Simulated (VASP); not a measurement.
Wanted: the native input for a VASP 6.6.1 run.

```yaml
Task: single point
Functional: PBE
Potentials_or_basis: VASP PAW PBE potentials, release 64 (Mo_sv)
Cutoff: 520 eV
k_mesh: 26 × 26 × 26
Occupations: gaussian, width 0.15 eV
Spin: no spin polarisation
Dipole_correction: no
Further_INCAR_settings: ALGO = Fast; EDIFF = 1e-07; NBANDS = 13
```

The structure of Mo lies in POSCAR:

```
Mo
1.0
   -1.5802194352      1.5802194352      1.5407139493
    1.5802194352     -1.5802194352      1.5407139493
    1.5802194352      1.5802194352     -1.5407139493
Mo
1
Direct
    0.0000000000      0.0000000000      0.0000000000
```

This cell differs from its parent crystal: strain +0.000 along x and y, -0.025 along z.

One way to write it, as run:

INCAR

```
SYSTEM = Mo
PREC = Accurate
ENCUT = 520
EDIFF = 1E-7
ISMEAR = 0
SIGMA = 0.15
LREAL = .FALSE.
LASPH = .TRUE.
NELM = 80
ALGO = Fast
ISIF = 2
LWAVE = .FALSE.
LCHARG = .FALSE.
GGA = PE
NBANDS = 13
```

KPOINTS

```
regular mesh
0
G
  26 26 26
  0 0 0
```

Potentials or basis: VASP PAW PBE potentials, release 64 (Mo_sv).

Launch:

```bash
$ cat potpaw_PBE.64/Mo_sv/POTCAR > POTCAR
$ mpirun -np 1 vasp_std > vasp.out
```

It gave:

| Item | Value |
| --- | --- |
| Pressure | 7.7 GPa |
| Band gap on the k mesh | zero (bands 7 and 8 overlap by 5.39 eV) |

Caveat: the cell differs from its parent crystal (strain +0.000 along x and y, -0.025 along z); the stress differs along the axes, from 5 to 13 GPa.

Wall time 4.6 min on 1 thread of Intel(R) Xeon(R) Platinum 8259CL CPU @ 2.50GHz (Skylake/Cascade Lake), on a shared host, peak memory 0.34 GiB.
